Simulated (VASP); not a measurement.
# TlCuF3 (P4/mmm) in VASP: single point with LDA+U

Aim: the single point of TlCuF3 with LDA+U.

Program: VASP 6.6.1. These are calculated values, not measurements. Logs are shortened: lines on timing, memory, paths and dates and some standing lists are left out, and cuts for length are marked.

### Step 1. The cell of the first run

The structure is tetragonal, space group P4/mmm (No. 123). The conventional cell has a = 4.091 Å, b = 4.091 Å, c = 4.076 Å, α = 90.00°, β = 90.00°, γ = 90.00°. Within 2.7 Å of Cu (site symmetry 4/mmm) lie 6 F at 2.04 to 2.05 Å. F (site symmetry 4/mmm) has 2 Cu at 2.04 Å within 2.7 Å. F (site symmetry mmm) has 2 Cu at 2.05 Å within 2.7 Å. Tl (site symmetry 4/mmm) has 12 F at 2.89 Å and 8 Cu at 3.54 Å within 3.8 Å.

### Step 2. Single point, LDA+U, collinear spin

Contents of INCAR:

```
SYSTEM = TlCuF3
  PREC = Accurate
  ENCUT = 520
  EDIFF = 1E-7
  ISMEAR = 0
  SIGMA = 0.05
  LREAL = .FALSE.
  LASPH = .TRUE.
  NELM = 150
  ALGO = Normal
  ISIF = 2
  LWAVE = .FALSE.
  LCHARG = .TRUE.
  ISPIN = 2
  MAGMOM = 1 0 0 0 0
  LORBIT = 11
  LMAXMIX = 4
  LDAU = .TRUE.
  LDAUTYPE = 2
  LDAUL = 2 -1 -1
  LDAUU = 6 0 0
  LDAUJ = 0 0 0
  LDAUPRINT = 1
  GGA = CA
  LELF = .TRUE.
  LVHAR = .TRUE.
  NBANDS = 34
```

Contents of KPOINTS:

```
regular mesh
0
G
  5 5 5
  0 0 0
```

Contents of POSCAR:

```
TlCuF3
1.0
    4.0905174700      0.0000000000      0.0000000000
    0.0000000000      4.0905174700      0.0000000000
    0.0000000000      0.0000000000      4.0763293000
Cu F Tl
1 3 1
Direct
    0.0000000000      0.0000000000      0.0000000000
    0.0000000000      0.0000000000      0.5000000000
    0.5000000000      0.0000000000      0.0000000000
    0.0000000000      0.5000000000      0.0000000000
    0.5000000000      0.5000000000      0.5000000000
```

Potentials or basis: VASP PAW LDA potentials, release 64 (Cu, F, Tl_d).

On the command line:

```sh
$ cat potpaw_LDA.64/Cu/POTCAR potpaw_LDA.64/F/POTCAR potpaw_LDA.64/Tl_d/POTCAR > POTCAR
$ mpirun -np 1 vasp_std > vasp.out
```

OUTCAR:

```text
SYSTEM = TlCuF3
   PREC = Accurate
   ENCUT = 520
   EDIFF = 1E-7
   ISMEAR = 0
   LREAL = .FALSE.
   LASPH = .TRUE.
   NELM = 150
   ISIF = 2
   ISPIN = 2
   LORBIT = 11
   GGA = CA

 ion  position               nearest neighbor table
   1  0.000  0.000  0.000-   2 2.04   2 2.04   4 2.05   3 2.05   4 2.05   3 2.05
   2  0.000  0.000  0.500-   1 2.04   1 2.04   5 2.89   5 2.89   5 2.89   5 2.89
   3  0.500  0.000  0.000-   1 2.05   1 2.05   5 2.89   5 2.89   5 2.89   5 2.89
   4  0.000  0.500  0.000-   1 2.05   1 2.05   5 2.89   5 2.89   5 2.89   5 2.89
   5  0.500  0.500  0.500-   3 2.89   4 2.89   3 2.89   4 2.89   3 2.89   3 2.89   4 2.89   4 2.89
                             2 2.89   2 2.89   2 2.89   2 2.89

  LATTYP: Found a simple tetragonal cell.
 ALAT       =     4.0905174700
 C/A-ratio  =     0.9965314486

  Lattice vectors:

 A1 = (   4.0905174700,   0.0000000000,   0.0000000000)
 A2 = (   0.0000000000,   4.0905174700,   0.0000000000)
 A3 = (   0.0000000000,   0.0000000000,   4.0763293000)

Analysis of symmetry for initial positions (statically):
=====================================================================
 Subroutine PRICEL returns:
 Original cell was already a primitive cell.

 Routine SETGRP: Setting up the symmetry group for a
 simple tetragonal supercell.

 Subroutine GETGRP returns: Found 16 space group operations
 (whereof 16 operations were pure point group operations)
 out of a pool of 16 trial point group operations.

The static configuration has the point symmetry D_4h.

Analysis of symmetry for dynamics (positions and initial velocities):
=====================================================================
 Subroutine PRICEL returns:
 Original cell was already a primitive cell.

 Routine SETGRP: Setting up the symmetry group for a
 simple tetragonal supercell.

 Subroutine GETGRP returns: Found 16 space group operations
 (whereof 16 operations were pure point group operations)
 out of a pool of 16 trial point group operations.

The dynamic configuration has the point symmetry D_4h.

Analysis of structural, dynamic, and magnetic symmetry:
=====================================================================
 Subroutine PRICEL returns:
 Original cell was already a primitive cell.

 Routine SETGRP: Setting up the symmetry group for a
 simple tetragonal supercell.

 Subroutine GETGRP returns: Found 16 space group operations
 (whereof 16 operations were pure point group operations)
 out of a pool of 16 trial point group operations.

The overall configuration has the point symmetry D_4h.

 Subroutine INISYM returns: Found 16 space group operations
 (whereof 16 operations are pure point group operations),
 and found     1 'primitive' translations

----------------------------------------------------------------------------------------

                                     Primitive cell

  volume of cell :      68.2065

  direct lattice vectors                    reciprocal lattice vectors
     4.090517470  0.000000000  0.000000000     0.244467847  0.000000000  0.000000000
     0.000000000  4.090517470  0.000000000     0.000000000  0.244467847  0.000000000
     0.000000000  0.000000000  4.076329300     0.000000000  0.000000000  0.245318748

  length of vectors
     4.090517470  4.090517470  4.076329300     0.244467847  0.244467847  0.245318748

  position of ions in fractional coordinates (direct lattice)
     0.000000000  0.000000000  0.000000000
     0.000000000  0.000000000  0.500000000
     0.500000000  0.000000000  0.000000000
     0.000000000  0.500000000  0.000000000
     0.500000000  0.500000000  0.500000000

  ion indices of the primitive-cell ions
   primitive index   ion index
                 1           1
                 2           2
                 3           3
                 4           4
                 5           5

----------------------------------------------------------------------------------------

 KPOINTS: regular mesh

Automatic generation of k-mesh.
 Grid dimensions read from file:
 generate k-points for:    5    5    5
[... 42 lines left out ...]
   dimension x,y,z NGX =    30 NGY =   30 NGZ =   30
   dimension x,y,z NGXF=    60 NGYF=   60 NGZF=   60
   ions per type =               1   3   1
   NGX,Y,Z   is equivalent  to a cutoff of  12.19, 12.19, 12.23 a.u.
   NGXF,Y,Z  is equivalent  to a cutoff of  24.39, 24.39, 24.47 a.u.
 SYSTEM =  TlCuF3
   PREC   = accura    normal or accurate (medium, high low for compatibility)
   ISTART =      0    job   : 0-new  1-cont  2-samecut
   ICHARG =      2    charge: 1-file 2-atom 10-const
   ISPIN  =      2    spin polarized calculation?
   LNONCOLLINEAR =      F non collinear calculations
   LSORBIT =      F    spin-orbit coupling
   LASPH  =      T    aspherical Exc in radial PAW
   ENCUT  =  520.0 eV  38.22 Ry    6.18 a.u.   7.61  7.61  7.58*2*pi/ulx,y,z
   NELM   =    150;   NELMIN=  2; NELMDL= -5     # of ELM steps
   EDIFF  = 0.1E-06   stopping-criterion for ELM
   LREAL  =      F    real-space projection
   EDIFFG = 0.1E-05   stopping-criterion for IOM
   NSW    =      0    number of steps for IOM
   IBRION =     -1    ionic relax: 0-MD 1-quasi-New 2-CG
   NFREE  =      0    steps in history (QN), initial steepest desc. (CG)
   ISIF   =      2    stress and relaxation
   ISYM   =      2    0-nonsym 1-usesym 2-fastsym
   POTIM  = 0.5000    time-step for ionic-motion
   TEBEG  =    0.0;   TEEND  =   0.0 temperature during run
   PSTRESS=    0.0 pullay stress
   NELECT =      45.0000    total number of electrons
   NUPDOWN=      -1.0000    fix difference up-down
   EMIN   =  10.00;   EMAX   =-10.00  energy-range for DOS
   EFERMI =   0.00;   METHOD = LEGACY
   ISMEAR =     0;   SIGMA  =   0.05  broadening in eV -4-tet -1-fermi 0-gaus
   EFERMI_NEDOS =   21; number of points for ismear=-14 and -15
   IALGO  =     38    algorithm
   IMIX   =      4    mixing-type and parameters
     AMIX     =   0.40;   BMIX     =  1.00
     AMIX_MAG =   1.60;   BMIX_MAG =  1.00
  volume/ion in A,a.u.               =      13.64        92.06
  Fermi-wavevector in a.u.,A,eV,Ry     =   1.425182  2.693204 27.635399  2.031145
  Thomas-Fermi vector in A             =   2.545594
   LORBIT       =     11    0 simple, 1 ext, 2 COOP (PROOUT), +10 PAW based schemes
 LDA+U is selected, type is set to LDAUTYPE =  2
   angular momentum for each species LDAUL =     2   -1   -1
   U (eV)           for each species LDAUU =   6.0  0.0  0.0
   J (eV)           for each species LDAUJ =   0.0  0.0  0.0
   GGA     = CA    functional components
   LHFCALC =     F    Hartree Fock is set to
   AEXX    =    0.0000 exact exchange contribution
   IVDW    =     0    specifies the selected vdW correction
   LEPSILON=     F    determine dielectric tensor
   LRPA    =     F    only Hartree local field effects (RPA)
 spin polarized calculation
 Gauss-broadening in eV      SIGMA  =   0.05
  energy-cutoff  :      520.00
  volume of cell :       68.21
 maximum number of plane-waves:      1861
   NGX = 15   NGY = 15   NGZ = 15

atom =   1  type =  1  l = 2

 onsite density matrix

spin component  1

  0.9771  0.0000  0.0000  0.0000 -0.0000
  0.0000  0.9772 -0.0000 -0.0000 -0.0000
  0.0000 -0.0000  1.0066  0.0000  0.0000
  0.0000 -0.0000  0.0000  0.9772  0.0000
 -0.0000 -0.0000  0.0000  0.0000  1.0061

spin component  2

  0.9758  0.0000  0.0000  0.0000  0.0000
  0.0000  0.9760  0.0000 -0.0000 -0.0000
  0.0000  0.0000  0.6731  0.0000  0.0000
  0.0000 -0.0000  0.0000  0.9760  0.0000
  0.0000 -0.0000  0.0000  0.0000  0.6646

 occupancies and eigenvectors

  o =  0.6646  v =  0.0000  0.0000  0.0000  0.0000  0.0000  0.0000  0.0000  0.0000  0.0000  1.0000      0.0000  0.0000  0.0000  0.0000  0.0000  0.0000  0.0000  0.0000  0.0000  0.0000
  o =  0.6731  v =  0.0000  0.0000  0.0000  0.0000  0.0000  0.0000  0.0000 -1.0000  0.0000  0.0000      0.0000  0.0000  0.0000  0.0000  0.0000  0.0000  0.0000  0.0000  0.0000  0.0000
  o =  0.9758  v =  0.0000  0.0000  0.0000  0.0000  0.0000  1.0000  0.0000  0.0000  0.0000  0.0000      0.0000  0.0000  0.0000  0.0000  0.0000  0.0000  0.0000  0.0000  0.0000  0.0000
  o =  0.9760  v =  0.0000  0.0000  0.0000  0.0000  0.0000  0.0000 -0.7665  0.0000  0.6423  0.0000      0.0000  0.0000  0.0000  0.0000  0.0000  0.0000  0.0000  0.0000  0.0000  0.0000
  o =  0.9760  v =  0.0000  0.0000  0.0000  0.0000  0.0000  0.0000 -0.6423 -0.0000 -0.7665  0.0000      0.0000  0.0000  0.0000  0.0000  0.0000  0.0000  0.0000  0.0000  0.0000  0.0000
  o =  0.9771  v =  1.0000  0.0000  0.0000  0.0000  0.0000  0.0000  0.0000  0.0000  0.0000  0.0000      0.0000  0.0000  0.0000  0.0000  0.0000  0.0000  0.0000  0.0000  0.0000  0.0000
  o =  0.9772  v =  0.0000 -0.3286 -0.0000  0.9445 -0.0000  0.0000  0.0000  0.0000  0.0000  0.0000      0.0000  0.0000  0.0000  0.0000  0.0000  0.0000  0.0000  0.0000  0.0000  0.0000
  o =  0.9772  v =  0.0000 -0.9445 -0.0000 -0.3286 -0.0000  0.0000  0.0000  0.0000  0.0000  0.0000      0.0000  0.0000  0.0000  0.0000  0.0000  0.0000  0.0000  0.0000  0.0000  0.0000
  o =  1.0061  v =  0.0000 -0.0000  0.0000 -0.0000  1.0000  0.0000  0.0000  0.0000  0.0000  0.0000      0.0000  0.0000  0.0000  0.0000  0.0000  0.0000  0.0000  0.0000  0.0000  0.0000
  o =  1.0066  v =  0.0000  0.0000 -1.0000 -0.0000  0.0000  0.0000  0.0000  0.0000  0.0000  0.0000      0.0000  0.0000  0.0000  0.0000  0.0000  0.0000  0.0000  0.0000  0.0000  0.0000

 number of electron      44.9999934 magnetization       0.9993214

 Free energy of the ion-electron system (eV)
  ---------------------------------------------------
  ext. energy  EPLUGINS =         0.00000000
  ---------------------------------------------------
  free energy    TOTEN  =       -20.73991049 eV

  energy without entropy =      -20.73626150  energy(sigma->0) =      -20.73808600

 E-fermi :   2.1245     XC(G=0): -11.1490

 val. band max:        2.1104107592   @ k =   0.4000   0.4000   0.0000
 cond. band min:       2.1507286991   @ k =   0.4000   0.4000   0.2000
 fundamental gap:      0.0403179399
 Fermi energy:         2.1244699215

 spin component 1

 k-point     1 :       0.0000    0.0000    0.0000
  band No.  band energies     occupation
      1     -19.6643      1.00000
      2     -19.0485      1.00000
      3     -19.0422      1.00000
      4      -6.3854      1.00000
      5      -6.3821      1.00000
      6      -6.2918      1.00000
[... 655 lines left out ...]
     33      20.4143      0.00000
     34      21.8065      0.00000
 Fermi energy:         2.1244699215

 spin component 2

 k-point     1 :       0.0000    0.0000    0.0000
  band No.  band energies     occupation
      1     -19.4981      1.00000
      2     -18.8414      1.00000
      3     -18.8341      1.00000
      4      -6.3794      1.00000
      5      -6.3761      1.00000
      6      -6.2862      1.00000
[... 655 lines left out ...]
     33      20.4836      0.00000
     34      21.8075      0.00000

------------------------ aborting loop because EDIFF is reached ----------------------------------------

  FORCE on cell =-STRESS in cart. coord.  units (eV):
  Direction    XX          YY          ZZ          XY          YZ          ZX
  --------------------------------------------------------------------------------------
  -------------------------------------------------------------------------------------
  Total       -3.0241734     -3.0241734     -2.9216283      0.0000000      0.0000000      0.0000000
  in kB      -71.0381274    -71.0381274    -68.6293345      0.0000000      0.0000000      0.0000000
  external PRESSURE =     -70.2351964 kB  Pullay stress =       0.0000000 kB

 VOLUME and BASIS-vectors are now :
 -----------------------------------------------------------------------------
  energy-cutoff  :      520.00
  volume of cell :       68.21
      direct lattice vectors                 reciprocal lattice vectors
     4.090517470  0.000000000  0.000000000     0.244467847  0.000000000  0.000000000
     0.000000000  4.090517470  0.000000000     0.000000000  0.244467847  0.000000000
     0.000000000  0.000000000  4.076329300     0.000000000  0.000000000  0.245318748

 POSITION                                       TOTAL-FORCE (eV/Angst)
 -----------------------------------------------------------------------------------
      0.00000      0.00000      0.00000         0.000000      0.000000      0.000000
      0.00000      0.00000      2.03816         0.000000      0.000000      0.000000
      2.04526      0.00000      0.00000         0.000000      0.000000      0.000000
      0.00000      2.04526      0.00000         0.000000      0.000000      0.000000
      2.04526      2.04526      2.03816         0.000000      0.000000      0.000000
 -----------------------------------------------------------------------------------
    total drift:                                0.000000     -0.000000      0.000000

  FREE ENERGIE OF THE ION-ELECTRON SYSTEM (eV)
  ---------------------------------------------------
  free  energy   TOTEN  =       -20.7399104888 eV

  energy  without entropy=      -20.7362615032  energy(sigma->0) =      -20.73808600

 total charge

# of ion       s       p       d       tot
------------------------------------------
    1        0.258   0.288   9.190   9.735
    2        1.731   4.290   0.000   6.021
    3        1.731   4.289   0.000   6.020
    4        1.731   4.289   0.000   6.020
    5        1.318   0.104   9.674  11.096
--------------------------------------------------
tot          6.770  13.259  18.864  38.893

 magnetization (x)

# of ion       s       p       d       tot
------------------------------------------
    1        0.002   0.004   0.679   0.685
    2        0.001   0.096   0.000   0.097
    3        0.001   0.097   0.000   0.098
    4        0.001   0.097   0.000   0.098
    5        0.017  -0.002  -0.000   0.015
--------------------------------------------------
tot          0.022   0.291   0.679   0.992
```

Wall time 3.2 min (1 thread of Intel Xeon 8259CL, shared host); peak memory 0.2 GiB.

What came out:

| Quantity | Value |
| --- | --- |
| Free energy | -20.7399 eV |
| Pressure | -7.0 GPa |
| Band gap on the k mesh | zero (filled and empty bands overlap) |
| Net moment | 1.00 μB per cell |
| Site moments | Cu +0.69; F +0.10; Tl +0.01 μB |
| Valence electrons inside the program's atomic spheres | Cu 9.73; F 6.02; Tl 11.10 |

Eigenvalues of the final occupation matrices:
```
    site  spin  trace               eigenvalues
site 1 d     1   4.94  0.98 0.98 0.98 1.01 1.01
site 1 d     2   4.27  0.66 0.67 0.98 0.98 0.98
```

Caveat: the cell stands under tension; spin-orbit coupling is left out, which moves the levels of the heavy elements; a cell with one magnetic atom can't hold antiferromagnetic order, which such compounds often take.

The gap in the log of VASP goes by the Fermi energy; the results here count the filled bands.